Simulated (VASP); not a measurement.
# LiB18N18 (a cell with a defect) in VASP: notebook

Runs on LiB18N18 (a cell with a defect). Level: PBE. Tasks: single point, relaxation of the atoms.

Program: VASP 6.6.1. These are calculated values, not measurements. Logs are shortened: lines on timing, memory, paths and dates and some standing lists are left out, and cuts for length are marked.

## 1. The cell of the first run

The cell holds a defect, 37 atoms: a = 7.465 Å, b = 7.465 Å, c = 6.495 Å, α = 90.00°, β = 90.00°, γ = 120.00°.

## 2. Single point, PBE

INCAR

```
PREC     = Accurate       # precision mode
ENCUT    = 520            # plane-wave cutoff, eV
EDIFF    = 1E-6           # SCF threshold, eV
ISMEAR   = -1             # smearing method
SIGMA    = 0.01           # smearing width, eV
LREAL    = Auto         
LASPH    = T              # aspherical terms in the spheres
NELM     = 60             # most SCF steps
ALGO     = Normal         # electronic algorithm
ISIF     = 2              # what is computed and relaxed
LWAVE    = F              # write WAVECAR
LCHARG   = F              # write CHGCAR
GGA      = PE             # functional
NBANDS   = 98             # bands
NELECT   = 146.0
```

KPOINTS

```
Automatic mesh
0
Gamma
  2 2 2
  0.5 0.5 0.5
```

POSCAR

```
LiB18N18
1.0
    7.4650312800      0.0000000000      0.0000000000
   -3.7325156400      6.4649067300      0.0000000000
    0.0000000000      0.0000000000      6.4954828800
B N Li
18 18 1
Direct
    0.1084871500      0.2202082400      0.2330256400
    0.2223120400      0.1096285300      0.7683642200
    0.1108384800      0.5556119700      0.2493207500
    0.2224679700      0.4473107400      0.7680398400
    0.1107369500      0.8870735000      0.2490983000
    0.2240252900      0.7793576200      0.7602207400
    0.4460920800      0.2203055200      0.2332289300
    0.5576973900      0.1120182600      0.7519006000
    0.4462378800      0.5579973400      0.2329554300
    0.5600356600      0.4474141500      0.7681328700
    0.4445056000      0.8882602400      0.2411274600
    0.5578069200      0.7805584000      0.7522620100
    0.7782003500      0.2219667200      0.2410188200
    0.8891953700      0.1119211900      0.7520706700
    0.7793505500      0.5557071700      0.2490912500
    0.8903557600      0.4456693400      0.7599965500
    0.7781923800      0.8882792600      0.2405334900
    0.8903474000      0.7793333100      0.7606679600
    0.1139619300      0.2237330400      0.7569867800
    0.2225227100      0.1117991100      0.2440830400
    0.1128110500      0.5569433400      0.7638738200
    0.2226266100      0.4438665500      0.2443815400
    0.1127629400      0.8893667200      0.7647501200
    0.2221559800      0.7776042300      0.2500190600
    0.4459127900      0.2237535100      0.7569042000
    0.5557386500      0.1106793600      0.2373131000
    0.4460304800      0.5558517800      0.7573977800
    0.5545872000      0.4438900300      0.2441993600
    0.4463819600      0.8900262900      0.7513536100
    0.5557791300      0.7782532900      0.2366896200
    0.7797560900      0.2233322400      0.7511701900
    0.8882074700      0.1107164400      0.2366023100
    0.7803340100      0.5569003300      0.7643027300
    0.8887877800      0.4442948100      0.2498411700
    0.7797775300      0.8899478200      0.7521864900
    0.8887723600      0.7776798300      0.2490621500
    0.3340533700      0.3336242600      0.5004155600
```

Potentials or basis: VASP PAW PBE potentials, release 64 (B, N, Li_sv).

Launch:

```
$ cat potpaw_PBE.64/B/POTCAR potpaw_PBE.64/N/POTCAR potpaw_PBE.64/Li_sv/POTCAR > POTCAR
$ mpirun -np 1 vasp_std > vasp.out
```

OUTCAR:

```text
PREC = Accurate
   ENCUT = 520
   EDIFF = 1E-6
   ISMEAR = -1
   LREAL = Auto
   LASPH = T
   NELM = 60
   ISIF = 2
   GGA = PE
   NELECT = 146.0

 ion  position               nearest neighbor table
   1  0.108  0.220  0.233-  32 1.42  20 1.44  22 1.45  37 2.27
   2  0.222  0.110  0.768-  23 1.42  19 1.44  25 1.45  37 2.26
   3  0.111  0.556  0.249-  24 1.44  34 1.44  22 1.45
   4  0.222  0.447  0.768-  21 1.42  27 1.45  19 1.45  37 2.27
   5  0.111  0.887  0.249-  24 1.43  36 1.44  20 1.45
   6  0.224  0.779  0.760-  23 1.43  21 1.44  29 1.44
   7  0.446  0.220  0.233-  26 1.42  20 1.45  28 1.45  37 2.27
   8  0.558  0.112  0.752-  29 1.44  31 1.44  25 1.45
   9  0.446  0.558  0.233-  30 1.42  28 1.44  22 1.45  37 2.26
  10  0.560  0.447  0.768-  33 1.42  27 1.44  25 1.45  37 2.27
  11  0.445  0.888  0.241-  30 1.43  26 1.44  24 1.44
  12  0.558  0.781  0.752-  29 1.43  35 1.44  27 1.45
  13  0.778  0.222  0.241-  32 1.43  26 1.44  34 1.44
  14  0.889  0.112  0.752-  31 1.43  35 1.44  19 1.45
  15  0.779  0.556  0.249-  34 1.43  36 1.44  28 1.45
  16  0.890  0.446  0.760-  33 1.43  21 1.44  31 1.44
[... 18 lines left out ...]
  35  0.780  0.890  0.752-  18 1.43  12 1.44  14 1.44
  36  0.889  0.778  0.249-  17 1.43   5 1.44  15 1.44
  37  0.334  0.334  0.500-   9 2.26   2 2.26   7 2.27   4 2.27   1 2.27  10 2.27

  LATTYP: Found a hexagonal cell.
 ALAT       =     7.4650312800
 C/A-ratio  =     0.8701213212

  Lattice vectors:

 A1 = (   7.4650312800,   0.0000000000,   0.0000000000)
 A2 = (  -3.7325156400,   6.4649067300,   0.0000000000)
 A3 = (   0.0000000000,   0.0000000000,   6.4954828800)

Analysis of symmetry for initial positions (statically):
=====================================================================
 Subroutine PRICEL returns:
 Original cell was already a primitive cell.

 Routine SETGRP: Setting up the symmetry group for a
 hexagonal supercell.

 Subroutine GETGRP returns: Found  1 space group operations
 (whereof  1 operations were pure point group operations)
 out of a pool of 24 trial point group operations.

The static configuration has the point symmetry C_1 .

Analysis of symmetry for dynamics (positions and initial velocities):
=====================================================================
 Subroutine PRICEL returns:
 Original cell was already a primitive cell.

[... 165 lines left out ...]
   LREAL  =      T    real-space projection
   EDIFFG = 0.1E-04   stopping-criterion for IOM
   NSW    =      0    number of steps for IOM
   IBRION =     -1    ionic relax: 0-MD 1-quasi-New 2-CG
   NFREE  =      0    steps in history (QN), initial steepest desc. (CG)
   ISIF   =      2    stress and relaxation
   ISYM   =      2    0-nonsym 1-usesym 2-fastsym
   POTIM  = 0.5000    time-step for ionic-motion
   TEBEG  =    0.0;   TEEND  =   0.0 temperature during run
   PSTRESS=    0.0 pullay stress
   NELECT =     146.0000    total number of electrons
   NUPDOWN=      -1.0000    fix difference up-down
   EMIN   =  10.00;   EMAX   =-10.00  energy-range for DOS
   EFERMI =   0.00;   METHOD = LEGACY
   ISMEAR =    -1;   SIGMA  =   0.01  broadening in eV -4-tet -1-fermi 0-gaus
   EFERMI_NEDOS =   21; number of points for ismear=-14 and -15
   IALGO  =     38    algorithm
   IMIX   =      4    mixing-type and parameters
     AMIX     =   0.40;   BMIX     =  1.00
     AMIX_MAG =   1.60;   BMIX_MAG =  1.00
  volume/ion in A,a.u.               =       8.47        57.17
  Fermi-wavevector in a.u.,A,eV,Ry     =   1.268987  2.398039 21.909859  1.610329
  Thomas-Fermi vector in A             =   2.402053
   LORBIT       =      0    0 simple, 1 ext, 2 COOP (PROOUT), +10 PAW based schemes
   GGA     = PE    functional components
   LHFCALC =     F    Hartree Fock is set to
   AEXX    =    0.0000 exact exchange contribution
   IVDW    =     0    specifies the selected vdW correction
   LEPSILON=     F    determine dielectric tensor
   LRPA    =     F    only Hartree local field effects (RPA)
 non-spin polarized calculation
  energy-cutoff  :      520.00
  volume of cell :      313.48
 maximum number of plane-waves:      8452
   NGX = 27   NGY = 27   NGZ = 25

 number of electron     145.9999998 magnetization

 Free energy of the ion-electron system (eV)
  ---------------------------------------------------
  ext. energy  EPLUGINS =         0.00000000
  ---------------------------------------------------
  free energy    TOTEN  =      -323.03130290 eV

  energy without entropy =     -323.03130290  energy(sigma->0) =     -323.03130290

 E-fermi :   2.8609     XC(G=0): -10.3191

 val. band max:        2.6242859281   @ k =   0.2500   0.0000   0.2500
 cond. band min:       7.1834575878   @ k =   0.2500   0.2500   0.2500
 fundamental gap:      4.5591716597
 Fermi energy:         2.8608700885

 k-point     1 :       0.2500    0.2500    0.2500
  band No.  band energies     occupation
      1     -41.9570      2.00000
      2     -14.7971      2.00000
      3     -14.5668      2.00000
      4     -14.2963      2.00000
      5     -14.1619      2.00000
      6     -14.0749      2.00000
[... 1045 lines left out ...]
     84       9.4950      0.00000
     85      10.2512      0.00000
 [bands above 85 left out]

------------------------ aborting loop because EDIFF is reached ----------------------------------------

  FORCE on cell =-STRESS in cart. coord.  units (eV):
  Direction    XX          YY          ZZ          XY          YZ          ZX
  --------------------------------------------------------------------------------------
  -------------------------------------------------------------------------------------
  Total       17.2612068     16.0750829      1.3799049     -1.1153983     -0.0388888      0.0378065
  in kB       88.2218988     82.1596284      7.0526838     -5.7007923     -0.1987605      0.1932289
  external PRESSURE =      59.1447370 kB  Pullay stress =       0.0000000 kB

 VOLUME and BASIS-vectors are now :
 -----------------------------------------------------------------------------
  energy-cutoff  :      520.00
  volume of cell :      313.48
      direct lattice vectors                 reciprocal lattice vectors
     7.465031280  0.000000000  0.000000000     0.133957912  0.077340636  0.000000000
    -3.732515640  6.464906730  0.000000000     0.000000000  0.154681273  0.000000000
     0.000000000  0.000000000  6.495482880     0.000000000  0.000000000  0.153953142

 POSITION                                       TOTAL-FORCE (eV/Angst)
 -----------------------------------------------------------------------------------
     -0.01207      1.42363      1.51361        -0.177006      0.113705      0.000440
      1.25038      0.70874      4.99090         0.180836     -0.095181     -0.000159
     -1.24642      3.59198      1.61946        -0.197325      0.108174      0.011830
     -0.00886      2.89182      4.98879         0.160375     -0.089762     -0.003457
     -2.48436      5.73485      1.61801        -0.178330      0.110840     -0.004224
     -1.23661      5.03847      4.93800         0.197852     -0.107268      0.000605
[... 29 lines left out ...]
      3.73201      5.02763      1.61778         0.192376     -0.112343      0.028575
      1.24846      2.15685      3.25044         0.001908      0.004289      0.010215
 -----------------------------------------------------------------------------------
    total drift:                                0.003952      0.006630      0.000128

  FREE ENERGIE OF THE ION-ELECTRON SYSTEM (eV)
  ---------------------------------------------------
  free  energy   TOTEN  =      -323.0313028988 eV

  energy  without entropy=     -323.0313028988  energy(sigma->0) =     -323.03130290
```

Run time: 10 min. Hardware: 1 thread of Intel Xeon Platinum 8259CL at 2.50GHz (Skylake/Cascade Lake), shared host; peak memory 0.51 GiB.

What came out:

```
Free energy   : -323.0313 eV
Largest force : 0.230 eV/Å
```

Forces on the atoms (eV/Å):
```
B   -0.177  0.114  0.000
B    0.181 -0.095  0.000
B   -0.197  0.108  0.012
B    0.160 -0.090 -0.003
B   -0.178  0.111 -0.004
B    0.198 -0.107  0.001
B   -0.163  0.094  0.002
B    0.201 -0.109 -0.012
B   -0.181  0.095  0.001
B    0.179 -0.114 -0.003
B   -0.193  0.110 -0.001
B    0.179 -0.109  0.003
B   -0.199  0.107 -0.001
B    0.190 -0.102  0.003
B   -0.192  0.100 -0.004
B    0.200 -0.111  0.001
B   -0.190  0.116 -0.014
B    0.189 -0.111  0.015
N   -0.174  0.098  0.005
N    0.176 -0.089  0.003
N   -0.186  0.097  0.012
N    0.187 -0.115 -0.021
N   -0.189  0.104  0.001
N    0.190 -0.102 -0.001
N   -0.189  0.115  0.018
N    0.186 -0.100 -0.011
N   -0.177  0.084 -0.009
N    0.174 -0.099 -0.005
N   -0.190  0.101  0.000
N    0.186 -0.103 -0.005
N   -0.203  0.109  0.002
N    0.192 -0.115 -0.001
N   -0.195  0.114  0.007
N    0.203 -0.108  0.001
N   -0.194  0.112 -0.028
N    0.192 -0.112  0.029
Li   0.002  0.004  0.010
```

Levels at points of the mesh, in eV from the Fermi level:
```tsv
k point	band 71	band 72	band 73	band 74	band 75	band 76
(0.25, 0.25, 0.25)	-0.70	-0.65	-0.39	4.32	4.35	4.55
```

Caveat: the cell carries a net charge on a neutralising background, which shifts energy and pressure; the cell is charged against a uniform background, so pressure and absolute levels hang on convention; the cutoff is under 1.25 times the usual one of these potentials, so pressure, stress and relaxed cells hold a basis-set (Pulay) error.

## 3. Relaxation of the atoms, PBE

INCAR

```
SYSTEM = LiB18N18
PREC     = Accurate       ! precision mode
ENCUT    = 520            ! plane-wave cutoff, eV
EDIFF    = 1E-7           ! SCF threshold, eV
ISMEAR   = -1             ! smearing method
SIGMA    = 0.01           ! smearing width, eV
LREAL    = Auto         
LASPH    = .TRUE.         ! aspherical terms in the spheres
NELM     = 80             ! most SCF steps
ALGO     = Normal         ! electronic algorithm
ISIF     = 2              ! what is computed and relaxed
LWAVE    = .FALSE.        ! write WAVECAR
LCHARG   = .FALSE.        ! write CHGCAR
GGA      = PE             ! functional
IBRION   = 2              ! ionic algorithm
NSW      = 90             ! ionic steps
EDIFFG   = -0.02          ! ionic threshold
NELECT   = 146.0
```

KPOINTS

```
Automatic mesh
0
Gamma
  1 1 1
  0.25 0.25 0.25
```

POSCAR

```
LiB18N18
1.0
    7.4650312800      0.0000000000      0.0000000000
   -3.7325156400      6.4649067300      0.0000000000
    0.0000000000      0.0000000000      6.4954828800
B N Li
18 18 1
Direct
    0.1111111100      0.2222222200      0.2500000000
    0.2222222200      0.1111111100      0.7500000000
    0.1113836500      0.5553636100      0.2407197700
    0.2222222200      0.4444444400      0.7500000000
    0.1125696300      0.8891110300      0.2488507200
    0.2215882300      0.7777488000      0.7601642300
    0.4444444400      0.2222222200      0.2500000000
    0.5552720200      0.1114443100      0.7602334100
    0.4444444400      0.5555555600      0.2500000000
    0.5555555600      0.4444444400      0.7500000000
    0.4440566400      0.8889839000      0.2489663100
    0.5555555600      0.7777777800      0.7500000000
    0.7777209800      0.2216482900      0.2407356100
    0.8890168200      0.1125979000      0.7522646900
    0.7777777800      0.5555555600      0.2500000000
    0.8889084300      0.4440945800      0.7519070900
    0.7777777800      0.8888888900      0.2500000000
    0.8888888900      0.7777777800      0.7500000000
    0.1111111100      0.2222222200      0.7500000000
    0.2222222200      0.1111111100      0.2500000000
    0.1109581600      0.5553996500      0.7513034600
    0.2222222200      0.4444444400      0.2500000000
    0.1115216500      0.8889599300      0.7645726400
    0.2220066800      0.7776824100      0.2496130200
    0.4444444400      0.2222222200      0.7500000000
    0.5553678100      0.1109738900      0.2495310000
    0.4444444400      0.5555555600      0.7500000000
    0.5555555600      0.4444444400      0.2500000000
    0.4440032900      0.8890235400      0.7637795000
    0.5555555600      0.7777777800      0.2500000000
    0.7776193600      0.2221090100      0.7513792900
    0.8889619600      0.1116103200      0.2364272400
    0.7777777800      0.5555555600      0.7500000000
    0.8889461800      0.4440572300      0.2370878700
    0.7777777800      0.8888888900      0.7500000000
    0.8888888900      0.7777777800      0.2500000000
    0.3333340000      0.3333340000      0.5000000000
```

Potentials or basis: VASP PAW PBE potentials, release 64 (B, N, Li_sv).

Launch:

```
$ cat potpaw_PBE.64/B/POTCAR potpaw_PBE.64/N/POTCAR potpaw_PBE.64/Li_sv/POTCAR > POTCAR
$ mpirun -np 1 vasp_std > vasp.out
```

It took 1.5 h on 1 thread of Intel Xeon Platinum 8259CL at 2.50GHz (Skylake/Cascade Lake), shared host; peak memory 0.48 GiB.

It converged, with:

| Quantity | Value |
| --- | --- |
| Free energy | -323.5482 eV |
| Energy gained by relaxing | 13.1 meV/atom |
| Ionic steps | 33 |
| Largest force after relaxing | 0.019 eV/Å |

Forces on the atoms (eV/Å):
```
B   -0.010  0.006  0.008
B    0.009 -0.007 -0.008
B    0.009 -0.008 -0.009
B    0.009 -0.001  0.002
B    0.002  0.009  0.003
B    0.009 -0.003  0.016
B   -0.006  0.008 -0.003
B   -0.010  0.003  0.008
B    0.004 -0.006  0.000
B   -0.006  0.002  0.001
B   -0.004 -0.001  0.005
B   -0.002 -0.016  0.002
B   -0.007  0.007 -0.015
B    0.007  0.007 -0.002
B   -0.011 -0.010 -0.003
B    0.001 -0.004 -0.005
B   -0.001 -0.001 -0.011
B   -0.002 -0.001  0.011
N   -0.007  0.002 -0.005
N    0.006 -0.006  0.005
N   -0.006  0.001  0.006
N   -0.003 -0.005 -0.015
N   -0.005 -0.002 -0.010
N   -0.004  0.003 -0.007
N   -0.004 -0.007  0.016
N    0.004 -0.007 -0.006
N    0.005  0.004 -0.003
N    0.002  0.006  0.002
N    0.000  0.008  0.003
N    0.002  0.007  0.001
N    0.004 -0.003  0.006
N    0.000 -0.007  0.010
N    0.004  0.004 -0.002
N    0.005  0.004 -0.003
N   -0.003  0.013  0.013
N    0.013  0.004 -0.013
Li  -0.002 -0.002 -0.001
```

Step by step:
| step | energy change (eV) | largest force (eV/Å) | pressure (GPa) |
| --- | --- | --- | --- |
| 1 | 0.0000 | 1.9898 | 6.34 |
| 2 | 0.8275 | 4.3326 | 7.39 |
| 3 | -0.2374 | 0.9799 | 6.40 |
| 4 | -0.3227 | 0.9556 | 6.15 |
| 5 | -0.3654 | 0.3789 | 6.24 |
| 6 | -0.3908 | 0.2995 | 6.21 |
| 7 | -0.3913 | 0.2617 | 6.21 |
| 8 | -0.4129 | 0.2167 | 6.19 |
| 9 | -0.4145 | 0.2597 | 6.18 |
| 10 | -0.4371 | 0.2036 | 6.18 |
| 11 | -0.4528 | 0.3392 | 6.16 |
| 12 | -0.4669 | 0.1832 | 6.13 |
| 13 | -0.4702 | 0.1762 | 6.10 |
| 14 | -0.4747 | 0.1219 | 6.09 |
| 15 | -0.4770 | 0.0925 | 6.07 |
| 16 | -0.4789 | 0.0653 | 6.06 |
| 17 | -0.4793 | 0.0832 | 6.05 |
| 18 | -0.4804 | 0.0666 | 6.05 |
| 19 | -0.4808 | 0.0825 | 6.04 |
| 20 | -0.4817 | 0.0549 | 6.04 |
| 21 | -0.4824 | 0.0818 | 6.04 |
| 22 | -0.4830 | 0.0732 | 6.04 |
| 23 | -0.4835 | 0.0789 | 6.03 |
| 24 | -0.4841 | 0.0663 | 6.03 |
| 25 | -0.4847 | 0.0450 | 6.03 |
| 26 | -0.4847 | 0.0466 | 6.03 |
| 27 | -0.4851 | 0.0306 | 6.03 |
| 28 | -0.4852 | 0.0358 | 6.03 |
| 29 | -0.4854 | 0.0296 | 6.03 |
| 30 | -0.4855 | 0.0297 | 6.03 |
| 31 | -0.4857 | 0.0242 | 6.03 |
| 32 | -0.4858 | 0.0250 | 6.04 |
| 33 | -0.4859 | 0.0190 | 6.04 |

Final structure:
```xyz
37
Lattice="7.4650 0.0000 0.0000 -3.7325 6.4649 0.0000 0.0000 0.0000 6.4955" Properties=species:S:1:pos:R:3 pbc="T T T"
B    -0.0145    1.4268    1.5119
B     1.2427    0.7010    4.9863
B    -1.2501    3.5951    1.6219
B    -0.0179    2.8835    4.9851
B    -2.4874    5.7377    1.6189
B    -1.2445    5.0301    4.9330
B     2.5059    1.4264    1.5132
B     3.7382    0.7151    4.8763
B     1.2453    3.6097    1.5133
B     2.5032    2.8835    4.9848
B    -0.0001    5.7453    1.5629
B     1.2428    5.0371    4.8772
B     4.9781    1.4374    1.5650
B     6.2124    0.7149    4.8791
B     3.7406    3.5950    1.6211
B     4.9753    2.8727    4.9352
B     2.4907    5.7454    1.5640
B     3.7300    5.0299    4.9341
N     0.0034    1.4403    4.9144
N     1.2453    0.7232    1.5837
N    -1.2490    3.5946    4.9603
N     0.0062    2.8700    1.5892
N    -2.4897    5.7439    4.9637
N    -1.2427    5.0278    1.6230
N     2.4822    1.4405    4.9089
N     3.7372    0.7158    1.5376
N     1.2426    3.5866    4.9123
N     2.4845    2.8696    1.5863
N    -0.0017    5.7471    4.8733
N     1.2453    5.0315    1.5354
N     4.9753    1.4378    4.8751
N     6.2189    0.7160    1.5344
N     3.7345    3.5944    4.9626
N     4.9777    2.8723    1.6249
N     2.4873    5.7469    4.8728
N     3.7330    5.0277    1.6252
Li    1.2445    2.1559    3.2490
```

Levels at points of the mesh, in eV from the Fermi level:
```csv
k point,band 71,band 72,band 73,band 74,band 75,band 76
"(0.25, 0.25, 0.25)",-0.67,-0.62,-0.38,4.36,4.37,4.57
```

Caveat: the cell carries a net charge on a neutralising background, which shifts energy and pressure; the cell is charged against a uniform background, so pressure and absolute levels hang on convention; the cutoff is under 1.25 times the usual one of these potentials, so pressure, stress and relaxed cells hold a basis-set (Pulay) error.
